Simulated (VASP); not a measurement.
# P5N3 (Im-3m) in VASP: a series of runs, part 2 of 2

VASP 6.6.1.

### 3 Relaxation of cell and atoms, PBE

Input file INCAR:

```
SYSTEM = P5N3
  ALGO = Normal
  EDIFF = 1E-7
  EDIFFG = -0.01
  ENCUT = 600
  GGA = PE
  IBRION = 2
  ISIF = 3
  ISMEAR = 0
  LASPH = .True.
  LCHARG = .False.
  LREAL = .False.
  LWAVE = .False.
  NELM = 100
  NSW = 100
  PREC = Accurate
  SIGMA = 0.1
```

Input file KPOINTS:

```
k-points
0
Gamma
  10 10 10
  0 0 0
```

Input file POSCAR:

```
P5N3
1.0
   -2.7810040201      2.7810040201      2.7810040201
    2.7810040201     -2.7810040201      2.7810040201
    2.7810040201      2.7810040201     -2.7810040201
P N
5 3
Direct
    0.0000000000      0.0000000000      0.0000000000
    0.0000000000      0.0000000000      0.5000000000
    0.0000000000      0.5000000000      0.0000000000
    0.5000000000      0.0000000000      0.0000000000
    0.5000000000      0.5000000000      0.5000000000
    0.0000000000      0.5000000000      0.5000000000
    0.5000000000      0.5000000000      0.0000000000
    0.5000000000      0.0000000000      0.5000000000
```

Potentials or basis: VASP PAW PBE potentials, release 64 (P, N).

Started as:

```console
cat potpaw_PBE.64/P/POTCAR potpaw_PBE.64/N/POTCAR > POTCAR
mpirun -np 1 vasp_std > vasp.out
```

OUTCAR:

```text
SYSTEM = P5N3
   EDIFF = 1E-7
   EDIFFG = -0.01
   ENCUT = 600
   GGA = PE
   IBRION = 2
   ISIF = 3
   ISMEAR = 0
   LASPH = .True.
   LREAL = .False.
   NELM = 100
   NSW = 100
   PREC = Accurate

 ion  position               nearest neighbor table
   1  0.000  0.000  0.000-   2 2.41   3 2.41   4 2.41   5 2.41   2 2.41   3 2.41   4 2.41   5 2.41

   2  0.000  0.000  0.500-   1 2.41   1 2.41   4 2.78   5 2.78   3 2.78   3 2.78   4 2.78   5 2.78

   3  0.000  0.500  0.000-   1 2.41   1 2.41   4 2.78   5 2.78   2 2.78   2 2.78   5 2.78   4 2.78
[... 5 lines left out ...]
   6  0.000  0.500  0.500-
   7  0.500  0.500  0.000-
   8  0.500  0.000  0.500-

  LATTYP: Found a body centered cubic cell.
 ALAT       =     5.5620080402

  Lattice vectors:

 A1 = (  -2.7810040201,   2.7810040201,   2.7810040201)
 A2 = (   2.7810040201,  -2.7810040201,   2.7810040201)
 A3 = (   2.7810040201,   2.7810040201,  -2.7810040201)

Analysis of symmetry for initial positions (statically):
=====================================================================
 Subroutine PRICEL returns:
 Original cell was already a primitive cell.

 Routine SETGRP: Setting up the symmetry group for a
 body centered cubic supercell.

 Subroutine GETGRP returns: Found 48 space group operations
 (whereof 48 operations were pure point group operations)
 out of a pool of 48 trial point group operations.

The static configuration has the point symmetry O_h .

Analysis of symmetry for dynamics (positions and initial velocities):
=====================================================================
 Subroutine PRICEL returns:
 Original cell was already a primitive cell.

 Routine SETGRP: Setting up the symmetry group for a
 body centered cubic supercell.

 Subroutine GETGRP returns: Found 48 space group operations
 (whereof 48 operations were pure point group operations)
 out of a pool of 48 trial point group operations.

The dynamic configuration has the point symmetry O_h .

 Subroutine INISYM returns: Found 48 space group operations
 (whereof 48 operations are pure point group operations),
 and found     1 'primitive' translations

----------------------------------------------------------------------------------------

                                     Primitive cell

  volume of cell :      86.0330

  direct lattice vectors                    reciprocal lattice vectors
    -2.781004020  2.781004020  2.781004020     0.000000000  0.179791182  0.179791182
     2.781004020 -2.781004020  2.781004020     0.179791182  0.000000000  0.179791182
     2.781004020  2.781004020 -2.781004020     0.179791182  0.179791182  0.000000000

  length of vectors
     4.816840259  4.816840259  4.816840259     0.254263128  0.254263128  0.254263128

  position of ions in fractional coordinates (direct lattice)
     0.000000000  0.000000000  0.000000000
     0.000000000  0.000000000  0.500000000
     0.000000000  0.500000000  0.000000000
     0.500000000  0.000000000  0.000000000
     0.500000000  0.500000000  0.500000000
[... 35 lines left out ...]

 Subroutine IBZKPT returns following result:
 ===========================================

 Found     47 irreducible k-points:

 Following reciprocal coordinates:
            Coordinates               Weight
  0.000000  0.000000  0.000000      1.000000
  0.100000  0.000000  0.000000     12.000000
  0.200000  0.000000  0.000000     12.000000
  0.300000  0.000000  0.000000     12.000000
  0.400000  0.000000  0.000000     12.000000
  0.500000  0.000000  0.000000      6.000000
[... 16 lines left out ...]
  0.300000  0.300000  0.100000      8.000000
 -0.300000  0.300000  0.100000     24.000000
 [... further k-points ...]
   k-points           NKPTS =     47   k-points in BZ     NKDIM =     47   number of bands    NBANDS=     25
   number of dos      NEDOS =    301   number of ions     NIONS =      8
   total plane-waves  NPLWV =  64000
   dimension x,y,z NGX =    40 NGY =   40 NGZ =   40
   dimension x,y,z NGXF=    80 NGYF=   80 NGZF=   80
   ions per type =               5   3
   NGX,Y,Z   is equivalent  to a cutoff of  13.81, 13.81, 13.81 a.u.
   NGXF,Y,Z  is equivalent  to a cutoff of  27.61, 27.61, 27.61 a.u.
 SYSTEM =  P5N3
   PREC   = accura    normal or accurate (medium, high low for compatibility)
   ISTART =      0    job   : 0-new  1-cont  2-samecut
   ICHARG =      2    charge: 1-file 2-atom 10-const
   ISPIN  =      1    spin polarized calculation?
   LNONCOLLINEAR =      F non collinear calculations
   LSORBIT =      F    spin-orbit coupling
   LASPH  =      T    aspherical Exc in radial PAW
   ENCUT  =  600.0 eV  44.10 Ry    6.64 a.u.   9.62  9.62  9.62*2*pi/ulx,y,z
   NELM   =    100;   NELMIN=  2; NELMDL= -5     # of ELM steps
   EDIFF  = 0.1E-06   stopping-criterion for ELM
   LREAL  =      F    real-space projection
   EDIFFG = -.1E-01   stopping-criterion for IOM
   NSW    =    100    number of steps for IOM
   IBRION =      2    ionic relax: 0-MD 1-quasi-New 2-CG
   NFREE  =      1    steps in history (QN), initial steepest desc. (CG)
   ISIF   =      3    stress and relaxation
   ISYM   =      2    0-nonsym 1-usesym 2-fastsym
   POTIM  = 0.5000    time-step for ionic-motion
   TEBEG  =    0.0;   TEEND  =   0.0 temperature during run
   PSTRESS=    0.0 pullay stress
   NELECT =      40.0000    total number of electrons
   NUPDOWN=      -1.0000    fix difference up-down
   EMIN   =  10.00;   EMAX   =-10.00  energy-range for DOS
   EFERMI =   0.00;   METHOD = LEGACY
   ISMEAR =     0;   SIGMA  =   0.10  broadening in eV -4-tet -1-fermi 0-gaus
   EFERMI_NEDOS =   21; number of points for ismear=-14 and -15
   IALGO  =     38    algorithm
   IMIX   =      4    mixing-type and parameters
     AMIX     =   0.40;   BMIX     =  1.00
     AMIX_MAG =   1.60;   BMIX_MAG =  1.00
  volume/ion in A,a.u.               =      10.75        72.57
  Fermi-wavevector in a.u.,A,eV,Ry     =   1.268255  2.396654 21.884569  1.608470
  Thomas-Fermi vector in A             =   2.401359
   LORBIT       =      0    0 simple, 1 ext, 2 COOP (PROOUT), +10 PAW based schemes
   GGA     = PE    functional components
   LHFCALC =     F    Hartree Fock is set to
   AEXX    =    0.0000 exact exchange contribution
   IVDW    =     0    specifies the selected vdW correction
   LEPSILON=     F    determine dielectric tensor
   LRPA    =     F    only Hartree local field effects (RPA)
 conjugate gradient relaxation of ions
 non-spin polarized calculation
 Gauss-broadening in eV      SIGMA  =   0.10
  energy-cutoff  :      600.00
  volume of cell :       86.03
 maximum number of plane-waves:      2899
   NGX = 19   NGY = 19   NGZ = 19

 number of electron      40.0000003 magnetization

 Free energy of the ion-electron system (eV)
  ---------------------------------------------------
  ext. energy  EPLUGINS =         0.00000000
  ---------------------------------------------------
  free energy    TOTEN  =       -38.84592624 eV

  energy without entropy =      -38.83074276  energy(sigma->0) =      -38.83833450

 E-fermi :  10.0061     XC(G=0): -12.1796

 val. band max:        9.9953438284   @ k =  -0.4000   0.5000   0.3000
 cond. band min:      10.0258517517   @ k =  -0.2000   0.2000   0.1000
 fundamental gap:      0.0305079234
 Fermi energy:        10.0061340745

 k-point     1 :       0.0000    0.0000    0.0000
  band No.  band energies     occupation
      1      -8.4240      2.00000
      2      -3.3881      2.00000
      3      -3.3881      2.00000
      4      -1.5631      2.00000
      5       0.4769      2.00000
      6       0.4769      2.00000
[... 661 lines left out ...]
     24      12.7592      0.00000
     25      13.2142      0.00000

 [... further k-points ...]
[... 5 lines left out ...]
  --------------------------------------------------------------------------------------
  -------------------------------------------------------------------------------------
  Total       -0.0573194     -0.0573194     -0.0573194      0.0000000     -0.0000000      0.0000000
  in kB       -1.0674489     -1.0674489     -1.0674489      0.0000000     -0.0000000      0.0000000
  external PRESSURE =      -1.0674489 kB  Pullay stress =       0.0000000 kB

 VOLUME and BASIS-vectors are now :
 -----------------------------------------------------------------------------
  energy-cutoff  :      600.00
  volume of cell :       86.03
      direct lattice vectors                 reciprocal lattice vectors
    -2.781004020  2.781004020  2.781004020     0.000000000  0.179791182  0.179791182
     2.781004020 -2.781004020  2.781004020     0.179791182  0.000000000  0.179791182
     2.781004020  2.781004020 -2.781004020     0.179791182  0.179791182  0.000000000

 POSITION                                       TOTAL-FORCE (eV/Angst)
 -----------------------------------------------------------------------------------
      0.00000      0.00000      0.00000         0.000000      0.000000     -0.000000
      1.39050      1.39050     -1.39050         0.000000      0.000000     -0.000000
      1.39050     -1.39050      1.39050        -0.000000      0.000000     -0.000000
     -1.39050      1.39050      1.39050         0.000000     -0.000000      0.000000
      1.39050      1.39050      1.39050         0.000000     -0.000000      0.000000
      2.78100      0.00000      0.00000        -0.000000      0.000000     -0.000000
      0.00000      0.00000      2.78100        -0.000000      0.000000     -0.000000
      0.00000      2.78100      0.00000         0.000000     -0.000000      0.000000
 -----------------------------------------------------------------------------------
    total drift:                               -0.000000     -0.000000      0.000000

  FREE ENERGIE OF THE ION-ELECTRON SYSTEM (eV)
  ---------------------------------------------------
  free  energy   TOTEN  =       -38.8459262360 eV

  energy  without entropy=      -38.8307427603  energy(sigma->0) =      -38.83833450

 reached required accuracy - stopping structural energy minimisation
```

Wall time 2 min (1 thread of Intel Xeon Platinum 8488C (Sapphire Rapids), shared host); peak memory 0.27 GiB.

Results:

```yaml
Free_energy: -38.8459 eV
Pressure_after_relaxing: -0.1 GPa
Band_gap_on_the_k_mesh: zero (band 20 reaches 10.54 eV, above the bottom of band 21 at 9.48 eV)
```

Final structure:
```cif
data_structure
_symmetry_space_group_name_H-M 'P 1'
_symmetry_Int_Tables_number 1
_cell_length_a 4.8168
_cell_length_b 4.8168
_cell_length_c 4.8168
_cell_angle_alpha 109.471
_cell_angle_beta 109.471
_cell_angle_gamma 109.471
_cell_volume 86.03
loop_
_atom_site_label
_atom_site_type_symbol
_atom_site_fract_x
_atom_site_fract_y
_atom_site_fract_z
_atom_site_occupancy
P1 P 0.00000 0.00000 0.00000 1
P2 P 0.00000 0.00000 0.50000 1
P3 P 0.00000 0.50000 0.00000 1
P4 P 0.50000 0.00000 0.00000 1
P5 P 0.50000 0.50000 0.50000 1
N1 N 0.00000 0.50000 0.50000 1
N2 N 0.50000 0.50000 0.00000 1
N3 N 0.50000 0.00000 0.50000 1
```

Levels at points of the mesh, in eV from the Fermi level:
| k point | band 18 | band 19 | band 20 | band 21 | band 22 | band 23 |
| --- | --- | --- | --- | --- | --- | --- |
| (0.00, 0.00, 0.00) | 0.45 | 0.45 | 0.45 | 4.00 | 4.00 | 4.04 |
| (0.50, 0.00, 0.00) | -1.27 | -1.18 | -0.90 | -0.35 | 0.29 | 1.38 |
| (0.50, 0.50, 0.50) | -0.83 | -0.83 | -0.32 | -0.32 | -0.32 | 2.12 |

Caveat: the relaxation stopped at its first step, so nothing moved.

### 4 Single point, PBE, collinear spin, ferromagnetic start

This run uses another cell than the first one, of 15.83 Å³/atom, 1.470 times its volume.

Input file INCAR:

```
  ALGO = Normal
  EDIFF = 1E-7
  ENCUT = 520
  GGA = PE
  ISIF = 2
  ISMEAR = 0
  ISPIN = 2
  LASPH = True
  LCHARG = False
  LORBIT = 11
  LREAL = False
  LWAVE = False
  MAGMOM = 0 0 0 0 0 1 1 1
  NBANDS = 34
  NELM = 150
  PREC = Accurate
  SIGMA = 0.1
```

Input file KPOINTS:

```
k-points
0
Gamma
  4 4 4
```

POSCAR: that of step 3 with these lines changed.

```diff
@@ -2,5 +2,5 @@
 1.0
-   -2.7810040201      2.7810040201      2.7810040201
-    2.7810040201     -2.7810040201      2.7810040201
-    2.7810040201      2.7810040201     -2.7810040201
+   -3.1635270900      3.1635270900      3.1635270900
+    3.1635270900     -3.1635270900      3.1635270900
+    3.1635270900      3.1635270900     -3.1635270900
 P N
```

Potentials or basis: VASP PAW PBE potentials, release 64 (P, N).

Started as:

```console
cat potpaw_PBE.64/P/POTCAR potpaw_PBE.64/N/POTCAR > POTCAR
mpirun -np 1 vasp_std > vasp.out
```

OUTCAR:

```text
EDIFF = 1E-7
   ENCUT = 520
   GGA = PE
   ISIF = 2
   ISMEAR = 0
   ISPIN = 2
   LASPH = True
   LORBIT = 11
   LREAL = False
   NELM = 150
   PREC = Accurate

 ion  position               nearest neighbor table
   1  0.000  0.000  0.000-   2 2.74   3 2.74   4 2.74   5 2.74   2 2.74   3 2.74   4 2.74   5 2.74

   2  0.000  0.000  0.500-   1 2.74   1 2.74
   3  0.000  0.500  0.000-   1 2.74   1 2.74
   4  0.500  0.000  0.000-   1 2.74   1 2.74
   5  0.500  0.500  0.500-   1 2.74   1 2.74
   6  0.000  0.500  0.500-
   7  0.500  0.500  0.000-
   8  0.500  0.000  0.500-

  LATTYP: Found a body centered cubic cell.
 ALAT       =     6.3270541800

  Lattice vectors:

 A1 = (  -3.1635270900,   3.1635270900,   3.1635270900)
 A2 = (   3.1635270900,  -3.1635270900,   3.1635270900)
[... 765 lines left out ...]
  Total      -18.2742003    -18.2742003    -18.2742003     -0.0000000     -0.0000000      0.0000000
  in kB     -231.1927971   -231.1927971   -231.1927971     -0.0000000     -0.0000000      0.0000000
  external PRESSURE =    -231.1927971 kB  Pullay stress =       0.0000000 kB

 VOLUME and BASIS-vectors are now :
 -----------------------------------------------------------------------------
  energy-cutoff  :      520.00
  volume of cell :      126.64
      direct lattice vectors                 reciprocal lattice vectors
    -3.163527090  3.163527090  3.163527090     0.000000000  0.158051436  0.158051436
     3.163527090 -3.163527090  3.163527090     0.158051436  0.000000000  0.158051436
     3.163527090  3.163527090 -3.163527090     0.158051436  0.158051436  0.000000000

 POSITION                                       TOTAL-FORCE (eV/Angst)
 -----------------------------------------------------------------------------------
      0.00000      0.00000      0.00000        -0.000000      0.000000     -0.000000
      1.58176      1.58176     -1.58176        -0.000000      0.000000      0.000000
      1.58176     -1.58176      1.58176        -0.000000     -0.000000      0.000000
     -1.58176      1.58176      1.58176        -0.000000      0.000000      0.000000
      1.58176      1.58176      1.58176         0.000000      0.000000      0.000000
      3.16353      0.00000      0.00000        -0.000000      0.000000      0.000000
      0.00000      0.00000      3.16353         0.000000     -0.000000     -0.000000
      0.00000      3.16353      0.00000         0.000000     -0.000000     -0.000000
 -----------------------------------------------------------------------------------
    total drift:                               -0.000000     -0.000000      0.000000

  FREE ENERGIE OF THE ION-ELECTRON SYSTEM (eV)
  ---------------------------------------------------
  free  energy   TOTEN  =       -34.7088313388 eV

  energy  without entropy=      -34.6659528425  energy(sigma->0) =      -34.68739209

 total charge

# of ion       s       p       d       tot
------------------------------------------
    1        1.146   1.116   0.000   2.262
    2        1.201   0.992   0.000   2.193
    3        1.201   0.992   0.000   2.193
    4        1.201   0.992   0.000   2.193
    5        1.201   0.992   0.000   2.193
    6        1.363   1.957   0.000   3.321
    7        1.363   1.957   0.000   3.321
    8        1.363   1.957   0.000   3.321
--------------------------------------------------
tot         10.040  10.955   0.000  20.995

 magnetization (x)

# of ion       s       p       d       tot
------------------------------------------
    1       -0.001   0.001   0.000   0.000
    2        0.003  -0.006   0.000  -0.003
    3        0.003  -0.006   0.000  -0.003
    4        0.003  -0.006   0.000  -0.003
    5        0.003  -0.006   0.000  -0.003
    6        0.003   0.158   0.000   0.161
    7        0.003   0.158   0.000   0.161
    8        0.003   0.158   0.000   0.161
--------------------------------------------------
tot          0.020   0.452   0.000   0.472
```

OSZICAR:

```text
N       E                     dE             d eps       ncg     rms          rms(c)
DAV:   1     0.123764469556E+03    0.12376E+03   -0.17300E+04  1088   0.102E+03
DAV:   2    -0.272952206542E+02   -0.15106E+03   -0.14170E+03  1432   0.181E+02
[... 12 lines left out ...]
DAV:  15    -0.347089828208E+02   -0.60639E-04   -0.77736E-05  1332   0.308E-02    0.484E-02
DAV:  16    -0.347088851633E+02    0.97657E-04   -0.21429E-04  1344   0.502E-02    0.364E-02
DAV:  17    -0.347088235898E+02    0.61574E-04   -0.51679E-04  1416   0.778E-02    0.114E-02
DAV:  18    -0.347088307485E+02   -0.71587E-05   -0.65533E-05  1106   0.369E-02    0.885E-03
DAV:  19    -0.347088309400E+02   -0.19148E-06   -0.19667E-06  1198   0.579E-03    0.477E-03
DAV:  20    -0.347088313066E+02   -0.36666E-06   -0.19849E-06  1118   0.554E-03    0.296E-03
DAV:  21    -0.347088313388E+02   -0.32173E-07   -0.40938E-07   686   0.263E-03
   1 F= -.34708831E+02 E0= -.34687392E+02  d E =-.428785E-01  mag=     0.6682
```

Run time: 1.7 min. Hardware: 1 thread of Intel Xeon Platinum 8488C (Sapphire Rapids), shared host; peak memory 0.31 GiB.

Results:

```
Free energy                                           : -34.7088 eV
Pressure                                              : -23.1 GPa
Net moment                                            : 0.67 μB per cell
Site moments                                          : P +0.00, -0.00; N +0.16 μB
Valence electrons inside the program's atomic spheres : P 2.26, 2.19; N 3.32
```

### 5 Overview

| task | spin | cell | k mesh | cutoff (eV) | gap on the mesh (eV) | pressure (GPa) |
| --- | --- | --- | --- | --- | --- | --- |
| single point | off | a = 4.819 Å, angles 109.5°, 8 atoms | 10 × 10 × 10 | 520 | none | -0.3 |
| relaxation of cell and atoms | off | relaxed from a = 4.817 Å, angles 109.5°, 8 atoms | 10 × 10 × 10 | 600 | none | -0.1 |
| single point | collinear, ferromagnetic start | a = 5.479 Å, angles 109.5°, 8 atoms | 4 × 4 × 4 | 520 | none | -23.1 |

Alike in all rows: level PBE; potentials or basis VASP PAW PBE potentials, release 64 (P, N); smearing gaussian 0.1 eV.

Caveats: the relaxation stopped at its first step, so nothing moved (some runs).

Absolute energies hang on the potentials; compare differences alone.
